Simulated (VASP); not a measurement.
# SiC (R3m) in VASP: a series of runs

Aim: see how the results for SiC move with the level of theory and the settings. Levels: PBE, r2SCAN. Tasks: single point.

All numbers are computed with VASP 6.6.1; they aren't measurements. Logs are shortened: lines on timing, memory, paths and dates and some standing lists are left out, and cuts for length are marked.

### Step 1. The cell of the first run

Symmetry: R3m, No. 160, trigonal system. The conventional cell has a = 3.173 Å, b = 3.173 Å, c = 7.506 Å, α = 90.00°, β = 90.00°, γ = 120.00°. Within 2.5 Å of Si (site symmetry 3m) lie 4 C at 1.89 to 1.93 Å. Within 2.5 Å of C (site symmetry 3m) lie 4 Si at 1.89 to 1.93 Å.

### Step 2. Single point, PBE (epitaxial 111 strain +3.0%)

Contents of INCAR:

```
PREC = Accurate
ENCUT = 520
EDIFF = 1E-6
ISMEAR = -1
SIGMA = 0.02
LREAL = F
LASPH = T
NELM = 60
ALGO = Normal
ISIF = 2
LWAVE = F
LCHARG = F
GGA = PE
NBANDS = 11
```

Contents of KPOINTS:

```
regular mesh
0
Gamma
  10 10 10
```

Contents of POSCAR:

```
SiC
1.0
   -0.0509911692      2.1924027524      2.1924027524
    2.1924027524     -0.0509911692      2.1924027524
    2.1924027524      2.1924027524     -0.0509911692
Si C
1 1
Direct
   -0.0008577277     -0.0008577277     -0.0008577277
    0.2508577277      0.2508577277      0.2508577277
```

Potentials or basis: VASP PAW PBE potentials, release 64 (Si, C).

Run with:

```sh
cat potpaw_PBE.64/Si/POTCAR potpaw_PBE.64/C/POTCAR > POTCAR
mpirun -np 1 vasp_std > vasp.out
```

OUTCAR:

```text
PREC = Accurate
   ENCUT = 520
   EDIFF = 1E-6
   ISMEAR = -1
   LREAL = F
   LASPH = T
   NELM = 60
   ISIF = 2
   GGA = PE

 ion  position               nearest neighbor table
   1  0.999  0.999  0.999-   2 1.89   2 1.93   2 1.93   2 1.93
   2  0.251  0.251  0.251-   1 1.89   1 1.93   1 1.93   1 1.93

  LATTYP: Found a trigonal (rhomboedric) cell.
 ALAT       =     3.1009449780
 COS(alpha) =     0.4766129691

  Lattice vectors:

 A1 = (  -0.0509911692,   2.1924027524,   2.1924027524)
 A2 = (   2.1924027524,  -0.0509911692,   2.1924027524)
 A3 = (   2.1924027524,   2.1924027524,  -0.0509911692)

Analysis of symmetry for initial positions (statically):
=====================================================================
 Subroutine PRICEL returns:
 Original cell was already a primitive cell.

 Routine SETGRP: Setting up the symmetry group for a
 trigonal (rhombohedral) supercell.

 Subroutine GETGRP returns: Found  6 space group operations
 (whereof  6 operations were pure point group operations)
 out of a pool of 12 trial point group operations.

The static configuration has the point symmetry C_3v.

Analysis of symmetry for dynamics (positions and initial velocities):
=====================================================================
 Subroutine PRICEL returns:
 Original cell was already a primitive cell.

 Routine SETGRP: Setting up the symmetry group for a
 trigonal (rhombohedral) supercell.

 Subroutine GETGRP returns: Found  6 space group operations
 (whereof  6 operations were pure point group operations)
 out of a pool of 12 trial point group operations.

The dynamic configuration has the point symmetry C_3v.

 Subroutine INISYM returns: Found  6 space group operations
 (whereof  6 operations are pure point group operations),
 and found     1 'primitive' translations

----------------------------------------------------------------------------------------

                                     Primitive cell

  volume of cell :      21.8113

  direct lattice vectors                    reciprocal lattice vectors
    -0.050991169  2.192402752  2.192402752    -0.220254255  0.225498936  0.225498936
     2.192402752 -0.050991169  2.192402752     0.225498936 -0.220254255  0.225498936
     2.192402752  2.192402752 -0.050991169     0.225498936  0.225498936 -0.220254255

  length of vectors
     3.100944978  3.100944978  3.100944978     0.387571255  0.387571255  0.387571255

  position of ions in fractional coordinates (direct lattice)
     0.999142272  0.999142272  0.999142272
     0.250857728  0.250857728  0.250857728

  ion indices of the primitive-cell ions
   primitive index   ion index
                 1           1
                 2           2

----------------------------------------------------------------------------------------

 KPOINTS: regular mesh

Automatic generation of k-mesh.
 Grid dimensions read from file:
 generate k-points for:   10   10   10

 Generating k-lattice:

  Cartesian coordinates                     Fractional coordinates (reciprocal lattice)
    -0.022025425  0.022549894  0.022549894     0.100000000  0.000000000  0.000000000
     0.022549894 -0.022025425  0.022549894     0.000000000  0.100000000  0.000000000
     0.022549894  0.022549894 -0.022025425     0.000000000  0.000000000  0.100000000

  Length of vectors
     0.038757125  0.038757125  0.038757125

  Shift w.r.t. Gamma in fractional coordinates (k-lattice)
     0.000000000  0.000000000  0.000000000

 Subroutine IBZKPT returns following result:
 ===========================================

 Found    116 irreducible k-points:

 Following reciprocal coordinates:
            Coordinates               Weight
  0.000000  0.000000  0.000000      1.000000
  0.100000  0.000000  0.000000      6.000000
  0.200000  0.000000  0.000000      6.000000
  0.300000  0.000000  0.000000      6.000000
  0.400000  0.000000  0.000000      6.000000
  0.500000 -0.000000 -0.000000      3.000000
[... 16 lines left out ...]
  0.300000  0.300000 -0.000000      6.000000
  0.400000  0.300000  0.000000     12.000000
 [... further k-points ...]
   k-points           NKPTS =    116   k-points in BZ     NKDIM =    116   number of bands    NBANDS=     11
   number of dos      NEDOS =    301   number of ions     NIONS =      2
   total plane-waves  NPLWV =  13824
   dimension x,y,z NGX =    24 NGY =   24 NGZ =   24
   dimension x,y,z NGXF=    48 NGYF=   48 NGZF=   48
   ions per type =               1   1
   NGX,Y,Z   is equivalent  to a cutoff of  12.87, 12.87, 12.87 a.u.
   NGXF,Y,Z  is equivalent  to a cutoff of  25.73, 25.73, 25.73 a.u.
 SYSTEM =  unknown system
   PREC   = accura    normal or accurate (medium, high low for compatibility)
   ISTART =      0    job   : 0-new  1-cont  2-samecut
   ICHARG =      2    charge: 1-file 2-atom 10-const
   ISPIN  =      1    spin polarized calculation?
   LNONCOLLINEAR =      F non collinear calculations
   LSORBIT =      F    spin-orbit coupling
   LASPH  =      T    aspherical Exc in radial PAW
   ENCUT  =  520.0 eV  38.22 Ry    6.18 a.u.   5.77  5.77  5.77*2*pi/ulx,y,z
   NELM   =     60;   NELMIN=  2; NELMDL= -5     # of ELM steps
   EDIFF  = 0.1E-05   stopping-criterion for ELM
   LREAL  =      F    real-space projection
   EDIFFG = 0.1E-04   stopping-criterion for IOM
   NSW    =      0    number of steps for IOM
   IBRION =     -1    ionic relax: 0-MD 1-quasi-New 2-CG
   NFREE  =      0    steps in history (QN), initial steepest desc. (CG)
   ISIF   =      2    stress and relaxation
   ISYM   =      2    0-nonsym 1-usesym 2-fastsym
   POTIM  = 0.5000    time-step for ionic-motion
   TEBEG  =    0.0;   TEEND  =   0.0 temperature during run
   PSTRESS=    0.0 pullay stress
   NELECT =       8.0000    total number of electrons
   NUPDOWN=      -1.0000    fix difference up-down
   EMIN   =  10.00;   EMAX   =-10.00  energy-range for DOS
   EFERMI =   0.00;   METHOD = LEGACY
   ISMEAR =    -1;   SIGMA  =   0.02  broadening in eV -4-tet -1-fermi 0-gaus
   EFERMI_NEDOS =   21; number of points for ismear=-14 and -15
   IALGO  =     38    algorithm
   IMIX   =      4    mixing-type and parameters
     AMIX     =   0.40;   BMIX     =  1.00
     AMIX_MAG =   1.60;   BMIX_MAG =  1.00
  volume/ion in A,a.u.               =      10.91        73.59
  Fermi-wavevector in a.u.,A,eV,Ry     =   1.171865  2.214504 18.684450  1.373268
  Thomas-Fermi vector in A             =   2.308303
   LORBIT       =      0    0 simple, 1 ext, 2 COOP (PROOUT), +10 PAW based schemes
   GGA     = PE    functional components
   LHFCALC =     F    Hartree Fock is set to
   AEXX    =    0.0000 exact exchange contribution
   IVDW    =     0    specifies the selected vdW correction
   LEPSILON=     F    determine dielectric tensor
   LRPA    =     F    only Hartree local field effects (RPA)
 non-spin polarized calculation
  energy-cutoff  :      520.00
  volume of cell :       21.81
 maximum number of plane-waves:       598
   NGX = 11   NGY = 11   NGZ = 11

 number of electron       8.0000000 magnetization

 Free energy of the ion-electron system (eV)
  ---------------------------------------------------
  ext. energy  EPLUGINS =         0.00000000
  ---------------------------------------------------
  free energy    TOTEN  =       -15.01707582 eV

  energy without entropy =      -15.01707582  energy(sigma->0) =      -15.01707582

 E-fermi :   8.1065     XC(G=0): -11.1280

 val. band max:        7.7024599814   @ k =   0.0000   0.0000   0.0000
 cond. band min:       8.9035381849   @ k =   0.5000   0.5000   0.0000
 fundamental gap:      1.2010782035
 Fermi energy:         8.1064994753

 k-point     1 :       0.0000    0.0000    0.0000
  band No.  band energies     occupation
      1      -7.4708      2.00000
      2       7.4407      2.00000
      3       7.4407      2.00000
      4       7.7025      2.00000
      5      12.9615      0.00000
      6      14.2477      0.00000
      7      14.2477      0.00000
      8      15.1519      0.00000
      9      21.7374      0.00000
     10      21.7374      0.00000
     11      23.2078      0.00000

 k-point     2 :       0.1000    0.0000    0.0000
  band No.  band energies     occupation
      1      -7.2868      2.00000
      2       6.4398      2.00000
      3       7.3219      2.00000
      4       7.5447      2.00000
      5      13.3868      0.00000
      6      14.4850      0.00000
      7      14.4877      0.00000
      8      15.3050      0.00000
      9      20.7811      0.00000
     10      20.9629      0.00000
     11      23.3889      0.00000

 k-point     3 :       0.2000    0.0000    0.0000
  band No.  band energies     occupation
      1      -6.7437      2.00000
      2       4.3600      2.00000
      3       7.0495      2.00000
      4       7.2350      2.00000
      5      13.3205      0.00000
      6      14.8901      0.00000
      7      15.2547      0.00000
      8      15.9253      0.00000
      9      20.0187      0.00000
     10      20.4685      0.00000
     11      22.5812      0.00000

 k-point     4 :       0.3000    0.0000    0.0000
  band No.  band energies     occupation
      1      -5.8790      2.00000
      2       2.1370      2.00000
      3       6.7698      2.00000
      4       6.9162      2.00000
      5      12.9724      0.00000
      6      14.8881      0.00000
      7      15.2675      0.00000
      8      16.8587      0.00000
      9      20.5992      0.00000
     10      21.2591      0.00000
     11      22.2821      0.00000
[... 239 lines left out ...]
 k-point    22 :      -0.2000    0.2000    0.0000
  band No.  band energies     occupation
      1      -5.6027      2.00000
      2       2.7845      2.00000
      3       4.3610      2.00000
      4       6.9667      2.00000
      5      13.9264      0.00000
      6      15.0916      0.00000
      7      15.8016      0.00000
      8      16.3896      0.00000
      9      19.1372      0.00000
     10      22.2449      0.00000
     11      25.8647      0.00000

 k-point    23 :       0.3000    0.3000   -0.0000
  band No.  band energies     occupation
      1      -5.2944      2.00000
      2       3.1823      2.00000
      3       5.0710      2.00000
      4       5.4144      2.00000
      5      10.5903      0.00000
      6      12.9660      0.00000
      7      18.4459      0.00000
      8      18.4958      0.00000
      9      19.4950      0.00000
     10      24.2261      0.00000
     11      28.4017      0.00000

 k-point    24 :       0.4000    0.3000    0.0000
  band No.  band energies     occupation
      1      -4.4712      2.00000
      2       1.9712      2.00000
      3       4.3688      2.00000
      4       5.1652      2.00000
      5      10.3952      0.00000
      6      12.8740      0.00000
      7      18.4792      0.00000
      8      19.0494      0.00000
      9      20.7225      0.00000
     10      25.1734      0.00000
     11      27.8319      0.00000

 [... further k-points ...]
[... 5 lines left out ...]
  --------------------------------------------------------------------------------------
  -------------------------------------------------------------------------------------
  Total       -0.9942301     -0.9942301     -0.9942301      0.7085850      0.7085850      0.7085850
  in kB      -73.0324935    -73.0324935    -73.0324935     52.0500501     52.0500501     52.0500501
  external PRESSURE =     -73.0324935 kB  Pullay stress =       0.0000000 kB

 VOLUME and BASIS-vectors are now :
 -----------------------------------------------------------------------------
  energy-cutoff  :      520.00
  volume of cell :       21.81
      direct lattice vectors                 reciprocal lattice vectors
    -0.050991169  2.192402752  2.192402752    -0.220254255  0.225498936  0.225498936
     2.192402752 -0.050991169  2.192402752     0.225498936 -0.220254255  0.225498936
     2.192402752  2.192402752 -0.050991169     0.225498936  0.225498936 -0.220254255

 POSITION                                       TOTAL-FORCE (eV/Angst)
 -----------------------------------------------------------------------------------
      4.33010      4.33010      4.33010        -0.022545     -0.022545     -0.022545
      1.08717      1.08717      1.08717         0.022545      0.022545      0.022545
 -----------------------------------------------------------------------------------
    total drift:                                0.000054      0.000054      0.000054

  FREE ENERGIE OF THE ION-ELECTRON SYSTEM (eV)
  ---------------------------------------------------
  free  energy   TOTEN  =       -15.0170758188 eV

  energy  without entropy=      -15.0170758188  energy(sigma->0) =      -15.01707582
```

It took 9.7 s on 1 thread of Intel Xeon Platinum 8488C (Sapphire Rapids), shared host; peak memory 0.15 GiB.

Results:

```yaml
Free_energy: -15.0171 eV
Pressure: -7.3 GPa
Largest_force: 0.039 eV/Å
Band_gap_on_the_k_mesh: 1.20 eV (least direct gap 4.26 eV)
```

Forces on the atoms (eV/Å):
```
Si  -0.023 -0.023 -0.023
C    0.023  0.023  0.023
```

Caveat: the cell differs from its parent crystal (epitaxial 111 strain +3.0%); the cell stands under tension. A k mesh can miss the band edges.

### Step 3. Single point, PBE (epitaxial 111 strain +4.0%)

INCAR: that of step 2 with these lines changed.

```diff
@@ -7,3 +7,3 @@
 LASPH = T
-NELM = 60
+NELM = 80
 ALGO = Normal
```

KPOINTS is that of step 2.

Contents of POSCAR:

```
SiC
1.0
   -0.0678959875      2.1972784576      2.1972784576
    2.1972784576     -0.0678959875      2.1972784576
    2.1972784576      2.1972784576     -0.0678959875
Si C
1 1
Direct
   -0.0010698463     -0.0010698463     -0.0010698463
    0.2510698463      0.2510698463      0.2510698463
```

Potentials or basis: VASP PAW PBE potentials, release 64 (Si, C).

Run with:

```sh
cat potpaw_PBE.64/Si/POTCAR potpaw_PBE.64/C/POTCAR > POTCAR
mpirun -np 1 vasp_std > vasp.out
```

Run time: 9.8 s. Hardware: 1 thread of Intel Xeon Platinum 8488C (Sapphire Rapids), shared host; peak memory 0.15 GiB.

It converged, with:

```
Free energy            : -14.9775 eV
Pressure               : -10.3 GPa
Largest force          : 0.051 eV/Å
Band gap on the k mesh : 1.16 eV (least direct gap 4.16 eV)
```

Forces on the atoms (eV/Å):
```
Si  -0.030 -0.030 -0.030
C    0.030  0.030  0.030
```

Stress tensor (GPa, compression positive):
```
-10.26   6.65   6.65
  6.65 -10.26   6.65
  6.65   6.65 -10.26
```

Levels at points of the mesh, in eV from the valence-band top:
| k point | band 1 | band 2 | band 3 | band 4 | band 5 | band 6 | band 7 | band 8 |
| --- | --- | --- | --- | --- | --- | --- | --- | --- |
| (0.00, 0.00, 0.00) | -15.08 | -0.32 | -0.32 | 0.00 | 4.93 | 6.32 | 6.32 | 7.54 |
| (0.50, 0.00, 0.00) | -11.87 | -8.41 | -1.21 | -1.09 | 4.77 | 6.62 | 7.12 | 9.53 |
| (0.50, 0.50, 0.00) | -10.39 | -7.79 | -3.50 | -3.00 | 1.16 | 3.93 | 12.71 | 12.99 |
| (0.50, 0.50, 0.50) | -11.44 | -8.25 | -1.51 | -1.51 | 3.97 | 6.36 | 6.36 | 9.25 |

Caveat: the cell differs from its parent crystal (epitaxial 111 strain +4.0%); the cell stands under tension.

### Step 4. Single point, r2SCAN (epitaxial 111 strain -4.0%)

Contents of POSCAR:

```
SiC
1.0
    0.0697494642      2.1606797212      2.1606797212
    2.1606797212      0.0697494642      2.1606797212
    2.1606797212      2.1606797212      0.0697494642
Si C
1 1
Direct
    0.0017486235      0.0017486235      0.0017486235
    0.2482513765      0.2482513765      0.2482513765
```

Contents of INCAR.step1:

```
ALGO     = Normal         # electronic algorithm
EDIFF    = 1E-4           # SCF threshold, eV
ENCUT    = 520            # plane-wave cutoff, eV
GGA      = PE             # functional
ISMEAR   = 0              # smearing method
LASPH    = True           # aspherical terms in the spheres
LCHARG   = False          # write CHGCAR
LREAL    = False          # projectors in reciprocal space
LWAVE    = True           # write WAVECAR
NBANDS   = 11             # bands
NELM     = 100            # most SCF steps
PREC     = Accurate       # precision mode
SIGMA    = 0.01           # smearing width, eV
```

Contents of INCAR.step2:

```
ALGO     = Normal         # electronic algorithm
EDIFF    = 1E-6           # SCF threshold, eV
ENCUT    = 520            # plane-wave cutoff, eV
ISIF     = 2              # what is computed and relaxed
ISMEAR   = 0              # smearing method
ISTART   = 1            
LASPH    = True           # aspherical terms in the spheres
LCHARG   = False          # write CHGCAR
LMIXTAU  = True         
LREAL    = False          # projectors in reciprocal space
LWAVE    = False          # write WAVECAR
METAGGA  = R2SCAN         # meta-GGA
NBANDS   = 11             # bands
NELM     = 100            # most SCF steps
PREC     = Accurate       # precision mode
SIGMA    = 0.01           # smearing width, eV
```

Contents of KPOINTS:

```
k-points
0
Gamma
  10 10 10
```

Run with:

```sh
cat potpaw_PBE.64/Si/POTCAR potpaw_PBE.64/C/POTCAR > POTCAR
cp INCAR.step1 INCAR
mpirun -np 1 vasp_std > vasp.out
cp INCAR.step2 INCAR
mpirun -np 1 vasp_std > vasp.out
```

Wall time 35 s (1 thread of Intel Xeon Platinum 8488C (Sapphire Rapids), shared host); peak memory 0.15 GiB.

Results (log left out):

```
Free energy            : -19.1877 eV
Pressure               : 19.3 GPa
Largest force          : 0.004 eV/Å
Band gap on the k mesh : 1.40 eV (least direct gap 4.76 eV)
```

Forces in eV/Å, atoms in the order of the input:
```
Si  -0.002 -0.002 -0.002
C    0.002  0.002  0.002
```

Stress tensor (GPa, compression positive):
```
19.33 -9.83 -9.83
-9.83 19.33 -9.83
-9.83 -9.83 19.33
```

Levels at points of the mesh, in eV from the valence-band top:
| k point | band 2 | band 3 | band 4 | band 5 | band 6 | band 7 |
| --- | --- | --- | --- | --- | --- | --- |
| (0.00, 0.00, 0.00) | -0.61 | 0.00 | 0.00 | 6.52 | 8.52 | 8.63 |
| (0.50, 0.00, 0.00) | -9.38 | -1.58 | -1.29 | 6.17 | 7.51 | 7.99 |
| (0.50, 0.50, 0.00) | -8.50 | -3.99 | -3.36 | 1.40 | 4.99 | 15.60 |
| (0.50, 0.50, 0.50) | -9.65 | -0.96 | -0.96 | 7.29 | 8.39 | 8.39 |

Caveat: the cell differs from its parent crystal (epitaxial 111 strain -4.0%); the cell stands under pressure; the PAW data sets were made with another functional, which shifts forces and pressure a little.

(Part 1 of 2 ends here.)
